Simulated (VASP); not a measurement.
Set up this calculation in VASP 6.6.1, as the native input.

```yaml
Task: electric field gradients
Functional: LDA
Potentials_or_basis: VASP PAW LDA potentials, release 64 (Sr_sv, C)
Cutoff: 520 eV
k_mesh: 10 × 10 × 10
Occupations: fermi-dirac, width 0.03 eV
Spin: no spin polarisation
Dipole_correction: no
Further_INCAR_settings: ALGO = Normal; EDIFF = 1e-08; NBANDS = 16
```

The structure of SrC2 lies in POSCAR:

```
SrC2
1.0
   -2.0488908708      2.0488908708      3.4066710956
    2.0488908708     -2.0488908708      3.4066710956
    2.0488908708      2.0488908708     -3.4066710956
Sr C
1 2
Direct
    0.0000000000      0.0000000000      0.0000000000
    0.4079264400      0.4079264400      0.0000000000
    0.5920735600      0.5920735600      0.0000000000
```

The input as run:

INCAR

```
SYSTEM = SrC2
  PREC = Accurate
  ENCUT = 520
  EDIFF = 1E-8
  ISMEAR = -1
  SIGMA = 0.03
  LREAL = .FALSE.
  LASPH = .TRUE.
  NELM = 60
  ALGO = Normal
  ISIF = 2
  LWAVE = .FALSE.
  LCHARG = .FALSE.
  GGA = CA
  LEFG = .TRUE.
  NBANDS = 16
```

KPOINTS

```
Automatic mesh
0
G
  10 10 10
  0 0 0
```

Potentials or basis: VASP PAW LDA potentials, release 64 (Sr_sv, C).

Command:

```bash
$ cat potpaw_LDA.64/Sr_sv/POTCAR potpaw_LDA.64/C/POTCAR > POTCAR
$ mpirun -np 1 vasp_std > vasp.out
```

Results of the run:

The pressure is -3.3 GPa, the largest force is 0.116 eV/Å and the band gap on the k mesh is 1.50 eV, indirect (least direct gap 2.30 eV).

Caveat: without QUAD_EFG the Cq values of the log hold for a quadrupole moment of 1 mb, not for the nuclei.

Run time: 85 s on 1 thread of Oxide Virtual Turin-like Processor, on a shared host, peak memory 0.2 GiB.
